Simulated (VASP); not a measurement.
Ti, 1 atom in the cell. The structure is cubic, space group Im-3m (No. 229). The conventional cell has a = 3.198 Å, b = 3.198 Å, c = 3.198 Å, α = 90.00°, β = 90.00°, γ = 90.00°. Ti (site symmetry m-3m) has 14 Ti at 2.77 to 3.20 Å within 3.7 Å. 

```yaml
Program: VASP 6.6.1
Task: single point
Functional: PBEsol
Dispersion: D4
Potentials_or_basis: VASP PAW PBE potentials, release 64 (Ti_sv)
Cutoff: 520 eV
k_mesh: 11 × 11 × 11
Occupations: fermi-dirac, width 0.05 eV
Spin: no spin polarisation
Dipole_correction: no
Further_INCAR_settings: ALGO = Normal; EDIFF = 1e-06; NBANDS = 12
```

Potentials or basis: VASP PAW PBE potentials, release 64 (Ti_sv).

Run with:

```sh
$ cat potpaw_PBE.64/Ti_sv/POTCAR > POTCAR
$ mpirun -np 1 vasp_std > vasp.out
```

Hardware: 1 thread of Intel Xeon 8259CL, with other jobs on the host.

**Question.** Estimate the wall time of this run.

**Answer.** It took 10 s on 1 thread of Intel Xeon 8259CL, on a shared host, peak memory 0.14 GiB. Counts: scf iterations 12, k points 56.
